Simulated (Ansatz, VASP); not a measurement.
**W in VASP and in Ansatz**

File INCAR:

```
SYSTEM = W
ALGO = Normal
EDIFF = 1E-6
ENCUT = 500
GGA = PE
GGA_COMPAT = .FALSE.
ISIF = 2
ISMEAR = 0
LASPH = .TRUE.
LCHARG = .FALSE.
LREAL = .FALSE.
LWAVE = .FALSE.
NBANDS = 13
NELM = 120
PREC = Accurate
SIGMA = 0.05
```

The input KPOINTS:

```
k-points
0
G
  8 8 8
  0 0 0
```

The input POSCAR:

```
W
1.0
   -1.5923437708      1.5923437708      1.5923437708
    1.5923437708     -1.5923437708      1.5923437708
    1.5923437708      1.5923437708     -1.5923437708
W
1
Direct
    0.0000000000      0.0000000000      0.0000000000
```

Input for Ansatz:

```yaml
crystal:
  lattice:
    - [-1.5923437708, 1.5923437708, 1.5923437708]
    - [1.5923437708, -1.5923437708, 1.5923437708]
    - [1.5923437708, 1.5923437708, -1.5923437708]
  atoms:
    - { symbol: W, position: [0.0, 0.0, 0.0] }
basis:
  ecutwfc: 600
  ecutrho_ratio: 5
kpoints:
  mp_grid: { grid: [8, 8, 8] }
hamiltonian:
  xc: pbe
scf:
  occupations: { method: gaussian, width: 0.05 }
output:
  forces: true
  stress: true
  eigenvalues: true
```

Alike in both runs: task single point; functional PBE; k mesh 8 × 8 × 8; occupations gaussian, width 0.05 eV; no spin polarisation.

|  | VASP | Ansatz |
| --- | --- | --- |
| version | VASP 6.6.1 | Ansatz 0.2.0 |
| potentials or method | VASP PAW PBE potentials, release 64 (W_sv), cutoff 500 eV | scalar-relativistic, plane waves, PAW |
| valence electrons in the cell | 14 | 14 |

Ansatz gave:

| Property | Result |
| --- | --- |
| gap on the k mesh at the Fermi level (eV) | none |
| pressure (GPa) | 0.0 |

Task: What did VASP give for the same quantities?

Result: gap on the k mesh at the Fermi level (eV): none; pressure (GPa): 0.5.

A gap of «none» marks a metal or a gap that the smearing closes. The functional is the same, so the differences come from potentials, cutoffs and numerics.

Neither program's run includes spin-orbit coupling.
